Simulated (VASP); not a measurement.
Input of a VASP 6.6.1 run:

Contents of INCAR:

```
SYSTEM = Si16O31
  ALGO = Normal
  EDIFF = 1E-6
  ENCUT = 520
  GGA = PE
  GGA_COMPAT = .False.
  ISIF = 2
  ISMEAR = -1
  ISPIN = 2
  LASPH = .True.
  LCHARG = .False.
  LORBIT = 11
  LREAL = Auto
  LWAVE = .False.
  MAGMOM = 0 0 0 0 0 0 0 0 0 0 0 0 0 0 0 0 0 0 0 0 1 0 0 0 0 0 0 0 0 0 0 0 0 0 0 0 0 0 0 0 0 0 0 0 0 0 0
  NBANDS = 158
  NELECT = 249.0
  NELM = 200
  PREC = Accurate
  SIGMA = 0.02
```

File KPOINTS:

```
k-points
0
Gamma
  1 2 1
  0 0 0
```

Contents of POSCAR:

```
Si16O31
1.0
    9.8615670000      0.0000000000      0.0000000000
    0.0000000000      8.1797140000      0.0000000000
   -4.7560990000      0.0000000000      8.8080630000
Si O
16 31
Direct
    0.2801016308      0.9355257221      0.1503456287
    0.3680930964      0.5575712728      0.1706971094
    0.2175375074      0.4387354568      0.3444732198
    0.1222628203      0.0705813510      0.3203582189
    0.2943799972      0.9452356591      0.6509899772
    0.3890974910      0.5773957890      0.6706517886
    0.2051282634      0.4324873629      0.8373689137
    0.1220591110      0.0545322755      0.8145870420
    0.7920143986      0.9474839671      0.1738686144
    0.8797476202      0.5721250311      0.1686498087
    0.7082394037      0.4365710492      0.3395926143
    0.6220117304      0.0566826765      0.3440472371
    0.7845787954      0.9354161048      0.6700516735
    0.8720107829      0.5577700475      0.6697074292
    0.7164732110      0.4438869541      0.8445801597
    0.6273002973      0.0735821782      0.8505313385
    0.2028382215      0.9361064249      0.2617193338
    0.3070182687      0.7402260040      0.1307282823
    0.0643396053      0.5450174529      0.2909231358
    0.3502212688      0.4723887213      0.5142311343
    0.1893143179      0.2495281943      0.3007188296
    0.4413123009      0.0340140256      0.2194136396
    0.1599821166      0.0119283109     -0.0121942993
    0.2248690472      0.9339543058      0.7688971404
    0.3282938097      0.7605620698      0.6147515409
    0.0565616345      0.5504842449      0.7857893527
    0.3109772163      0.4422823354      1.0248119367
    0.3051141951      0.4921254074      0.7572824942
    0.1617489653      0.2432029047      0.7975013830
    0.4499530229      0.0534598846      0.7202799396
    0.1684619187      0.0346756298      0.4956251370
    0.7319176144      0.9467111206      0.2994133571
    0.8513415463      0.7648592286      0.1685333170
    0.5470160680      0.5418764919      0.2915124725
    0.8408939342      0.5040010453      0.5007809420
    0.7684729934      0.4672580115      0.2159435829
    0.6668492540      0.2477680940      0.3455645858
    0.9360673447      0.0744437273      0.2194927471
    0.6497832831     -0.0006862660      0.0108921529
    0.7430461569      0.9772906101      0.8046886712
    0.8080810629      0.7397315791      0.6669959452
    0.5733482611      0.5739236659      0.7810841290
    0.8547011746      0.5123013703      1.0045140555
    0.7823622829      0.4280363183      0.7239621310
    0.6616772906      0.2676635402      0.8716424634
    0.9407742566      0.0301425431      0.6995186510
    0.6445529096     -0.0026169941      0.5081415421
```

Potentials or basis: VASP PAW PBE potentials, release 64 (Si, O).

Launch:

```console
$ cat potpaw_PBE.64/Si/POTCAR potpaw_PBE.64/O/POTCAR > POTCAR
$ mpirun -np 1 vasp_std > vasp.out
```

Question: Estimate the site moments.

Answer: Si +0.00, +0.09, +0.01, -0.00 (each value once); O +0.00, +0.05, +0.04, +0.03, -0.00 (each value once) μB.

Question: What does it give for the largest force?

Answer: 0.052 eV/Å.

Question: What does it give for the net moment?

Answer: 1.00 μB per cell.

Forces in eV/Å, atoms in the order of the input:
```
Si  -0.002 -0.034 -0.018
Si  -0.016 -0.001  0.021
Si   0.043  0.019 -0.023
Si   0.003  0.016 -0.003
Si   0.006 -0.009 -0.025
Si   0.000 -0.007 -0.004
Si   0.025 -0.011  0.014
Si  -0.013  0.024  0.000
Si  -0.003 -0.031 -0.001
Si   0.012  0.016  0.014
Si  -0.003 -0.006 -0.002
Si  -0.017  0.037 -0.006
Si  -0.008 -0.029 -0.003
Si   0.016  0.020 -0.017
Si   0.003 -0.010  0.016
Si  -0.011  0.023  0.010
O   -0.003  0.004 -0.003
O   -0.016  0.040  0.013
O   -0.019  0.000 -0.018
O    0.000  0.012  0.026
O   -0.017 -0.031  0.003
O    0.006 -0.012  0.013
O    0.014  0.005 -0.013
O    0.000  0.004  0.006
O   -0.006  0.015  0.009
O   -0.005 -0.004 -0.006
O   -0.013 -0.012 -0.042
O    0.003  0.008 -0.005
O   -0.011 -0.015  0.009
O    0.001 -0.013  0.003
O    0.012 -0.005  0.005
O    0.003  0.004 -0.002
O   -0.009  0.017  0.001
O    0.030 -0.020  0.021
O   -0.009  0.000  0.009
O    0.003  0.012  0.008
O   -0.004 -0.015 -0.004
O   -0.005 -0.001  0.003
O    0.004  0.003 -0.006
O   -0.005  0.007 -0.003
O    0.003  0.008  0.001
O    0.009 -0.006  0.002
O   -0.001 -0.001 -0.001
O   -0.003 -0.003  0.001
O    0.009 -0.012 -0.006
O   -0.010 -0.007  0.000
O    0.003  0.001  0.006
```

Caveat: the k points lie up to 0.72 Å⁻¹ apart; the cell carries a net charge on a neutralising background, which shifts energy and pressure.
